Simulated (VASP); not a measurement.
# AgCl (Fm-3m) in VASP: further runs, part 3 of 3

VASP 6.6.1.

## (6) Electric field gradients, PBEsol (volume scaled by 1.02)

INCAR reads:

```
PREC     = Accurate       # precision mode
ENCUT    = 520            # plane-wave cutoff, eV
EDIFF    = 1E-8           # SCF threshold, eV
ISMEAR   = -1             # smearing method
SIGMA    = 0.01           # smearing width, eV
LREAL    = F              # projectors in reciprocal space
LASPH    = T              # aspherical terms in the spheres
NELM     = 60             # most SCF steps
ALGO     = Normal         # electronic algorithm
ISIF     = 2              # what is computed and relaxed
LWAVE    = F              # write WAVECAR
LCHARG   = F              # write CHGCAR
GGA      = PS             # functional
LEFG     = T            
NBANDS   = 16             # bands
```

KPOINTS reads:

```
regular mesh
0
Gamma
  9 9 9
```

POSCAR reads:

```
AgCl
1.0
    0.0000000000      2.7915157670      2.7915157670
    2.7915157670      0.0000000000      2.7915157670
    2.7915157670      2.7915157670      0.0000000000
Ag Cl
1 1
Direct
    0.5000000000      0.5000000000      0.5000000000
    0.0000000000      0.0000000000      0.0000000000
```

Potentials or basis: VASP PAW PBE potentials, release 64 (Ag, Cl).

Started as:

```console
> cat potpaw_PBE.64/Ag/POTCAR potpaw_PBE.64/Cl/POTCAR > POTCAR
> mpirun -np 1 vasp_std > vasp.out
```

OUTCAR:

```text
PREC = Accurate
   ENCUT = 520
   EDIFF = 1E-8
   ISMEAR = -1
   LREAL = F
   LASPH = T
   NELM = 60
   ISIF = 2
   GGA = PS

 ion  position               nearest neighbor table
   1  0.500  0.500  0.500-   2 2.79   2 2.79   2 2.79   2 2.79   2 2.79   2 2.79
   2  0.000  0.000  0.000-   1 2.79   1 2.79   1 2.79   1 2.79   1 2.79   1 2.79

  LATTYP: Found a face centered cubic cell.
 ALAT       =     5.5830315340

  Lattice vectors:

 A1 = (   0.0000000000,   2.7915157670,   2.7915157670)
 A2 = (   2.7915157670,   0.0000000000,   2.7915157670)
 A3 = (   2.7915157670,   2.7915157670,   0.0000000000)

Analysis of symmetry for initial positions (statically):
=====================================================================
 Subroutine PRICEL returns:
 Original cell was already a primitive cell.

 Routine SETGRP: Setting up the symmetry group for a
 face centered cubic supercell.

 Subroutine GETGRP returns: Found 48 space group operations
 (whereof 48 operations were pure point group operations)
 out of a pool of 48 trial point group operations.

The static configuration has the point symmetry O_h .

Analysis of symmetry for dynamics (positions and initial velocities):
=====================================================================
 Subroutine PRICEL returns:
 Original cell was already a primitive cell.

 Routine SETGRP: Setting up the symmetry group for a
 face centered cubic supercell.

 Subroutine GETGRP returns: Found 48 space group operations
 (whereof 48 operations were pure point group operations)
 out of a pool of 48 trial point group operations.

The dynamic configuration has the point symmetry O_h .

 Subroutine INISYM returns: Found 48 space group operations
 (whereof 48 operations are pure point group operations),
[... 150 lines left out ...]

 k-point     1 :       0.0000    0.0000    0.0000
  band No.  band energies     occupation
      1     -11.5463      2.00000
      2       1.0692      2.00000
      3       1.0692      2.00000
      4       1.0692      2.00000
      5       1.1073      2.00000
      6       1.1073      2.00000
[... 433 lines left out ...]
      3       0.4722      2.00000
      4       0.4722      2.00000
      5       0.7573      2.00000
      6       1.2863      2.00000
[... 8 lines left out ...]
     15      18.8161      0.00000
     16      18.8161      0.00000

 [... further k-points ...]
[... 5 lines left out ...]
  --------------------------------------------------------------------------------------
  -------------------------------------------------------------------------------------
  Total       -0.9562718     -0.9562718     -0.9562718     -0.0000000      0.0000000      0.0000000
  in kB      -35.2161360    -35.2161360    -35.2161360     -0.0000000      0.0000000      0.0000000
  external PRESSURE =     -35.2161360 kB  Pullay stress =       0.0000000 kB

 VOLUME and BASIS-vectors are now :
 -----------------------------------------------------------------------------
  energy-cutoff  :      520.00
  volume of cell :       43.51
      direct lattice vectors                 reciprocal lattice vectors
     0.000000000  2.791515767  2.791515767    -0.179114159  0.179114159  0.179114159
     2.791515767  0.000000000  2.791515767     0.179114159 -0.179114159  0.179114159
     2.791515767  2.791515767  0.000000000     0.179114159  0.179114159 -0.179114159

 POSITION                                       TOTAL-FORCE (eV/Angst)
 -----------------------------------------------------------------------------------
      2.79152      2.79152      2.79152        -0.000000      0.000000      0.000000
      0.00000      0.00000      0.00000         0.000000     -0.000000     -0.000000
 -----------------------------------------------------------------------------------
    total drift:                                0.000000      0.000000      0.000000

  FREE ENERGIE OF THE ION-ELECTRON SYSTEM (eV)
  ---------------------------------------------------
  free  energy   TOTEN  =        -6.0250057945 eV

  energy  without entropy=       -6.0250057945  energy(sigma->0) =       -6.02500579

 Electric field gradients (V/A^2)
---------------------------------------------------------------------
 ion       V_xx      V_yy      V_zz      V_xy      V_xz      V_yz
---------------------------------------------------------------------
   1      -0.000     0.000     0.000     0.000     0.000     0.000
   2       0.000    -0.000     0.000    -0.000    -0.000    -0.000
---------------------------------------------------------------------

 Electric field gradients after diagonalization (V/A^2)
 (convention: |V_zz| > |V_xx| > |V_yy|)
----------------------------------------------------------------------
 ion       V_xx      V_yy      V_zz     asymmetry (V_yy - V_xx)/ V_zz
----------------------------------------------------------------------
   1      -0.000    -0.000     0.000       0.000
   2       0.000     0.000    -0.001       0.000
----------------------------------------------------------------------

           NMR quadrupolar parameters

 Cq : quadrupolar parameter    Cq=e*Q*V_zz/h
 eta: asymmetry parameters     (V_yy - V_xx)/ V_zz
 Q  : nuclear electric quadrupole moment in mb (millibarn)
----------------------------------------------------------------------
 ion       Cq(MHz)       eta       Q (mb)
----------------------------------------------------------------------
   1       0.000       0.000       1.000
   2      -0.000       0.000       1.000
----------------------------------------------------------------------
```

OSZICAR:

```text
N       E                     dE             d eps       ncg     rms          rms(c)
DAV:   1     0.902806706831E+02    0.90281E+02   -0.85799E+03  1120   0.101E+03
DAV:   2    -0.321129366957E+01   -0.93492E+02   -0.85507E+02  1416   0.214E+02
DAV:   3    -0.617738289993E+01   -0.29661E+01   -0.29585E+01  1408   0.391E+01
DAV:   4    -0.619195526090E+01   -0.14572E-01   -0.14571E-01  1392   0.314E+00
DAV:   5    -0.619211672768E+01   -0.16147E-03   -0.16146E-03  1424   0.327E-01    0.609E+00
DAV:   6    -0.602915013632E+01    0.16297E+00   -0.28448E-01  1424   0.702E+00    0.397E+00
DAV:   7    -0.602644256865E+01    0.27076E-02   -0.68957E-02  1344   0.173E+00    0.189E+00
DAV:   8    -0.602500473952E+01    0.14378E-02   -0.42705E-03  1296   0.659E-01    0.303E-01
DAV:   9    -0.602497069906E+01    0.34040E-04   -0.38019E-04  1424   0.271E-01    0.578E-02
DAV:  10    -0.602500415842E+01   -0.33459E-04   -0.64703E-05  1368   0.676E-02    0.120E-02
DAV:  11    -0.602500587842E+01   -0.17200E-05   -0.13357E-06  1520   0.867E-03    0.314E-03
DAV:  12    -0.602500576927E+01    0.10915E-06   -0.62531E-08  1376   0.172E-03    0.161E-03
DAV:  13    -0.602500578808E+01   -0.18810E-07   -0.30257E-08  1480   0.120E-03    0.370E-04
DAV:  14    -0.602500579447E+01   -0.63906E-08   -0.25291E-10   744   0.221E-04
   1 F= -.60250058E+01 E0= -.60250058E+01  d E =-.690399E-14
```

stdout:

```text
POSCAR found type information on POSCAR AgCl
 POSCAR found :  2 types and       2 ions
 scaLAPACK will be used
 -----------------------------------------------------------------------------
|                                                                             |
|                                                                             |
|     You enforced a specific xc type in the INCAR file but a different       |
|     I HOPE YOU KNOW WHAT YOU ARE DOING!                                     |
|                                                                             |
 -----------------------------------------------------------------------------

 LDA part: xc-table for (Slater+PW92), standard interpolation
 POSCAR, INCAR and KPOINTS ok, starting setup
 FFT: planning ... GRIDC
 FFT: planning ... GRID_SOFT
 FFT: planning ... GRID
 WAVECAR not read
 entering main loop
ion   1

ion   2
```

Wall time 21 s (1 thread of Intel Xeon Platinum 8375C at 2.90GHz (Ice Lake), shared host); peak memory 0.18 GiB.

What came out:

* Free energy: -6.0250 eV
* Pressure: -3.5 GPa
* Band gap on the k mesh: 0.78 eV, indirect (least direct gap 2.94 eV)

Levels at points of the mesh, in eV from the valence-band top:
| k point | band 5 | band 6 | band 7 | band 8 | band 9 | band 10 | band 11 | band 12 | band 13 | band 14 |
| --- | --- | --- | --- | --- | --- | --- | --- | --- | --- | --- |
| (0.00, 0.00, 0.00) | -2.31 | -2.31 | -2.21 | -2.21 | -2.21 | 0.78 | 10.80 | 10.80 | 10.80 | 12.16 |

Caveat: without QUAD_EFG the Cq values of the log hold for a quadrupole moment of 1 mb, not for the nuclei; the PAW data sets were made with another functional, which shifts forces and pressure a little.

## (7) Overview

```tsv
cell	gap on the mesh (eV)	pressure (GPa)
a = 3.896 Å, angles 60.0°, 2 atoms	0.77	-1.8
a = 3.909 Å, angles 60.0°, 2 atoms	0.78	-2.3
a = 3.935 Å, angles 60.0°, 2 atoms	0.78	-3.1
a = 3.948 Å, angles 60.0°, 2 atoms	0.78	-3.5
```

Alike in all rows: task electric field gradients; level PBEsol; potentials or basis VASP PAW PBE potentials, release 64 (Ag, Cl); no spin polarisation; k mesh 9 × 9 × 9; cutoff (eV) 520; smearing fermi-dirac 0.01 eV.

Caveats: the PAW data sets were made with another functional, which shifts forces and pressure a little.

Total energies depend on the potentials used, so only differences within one code and one set of settings carry meaning.
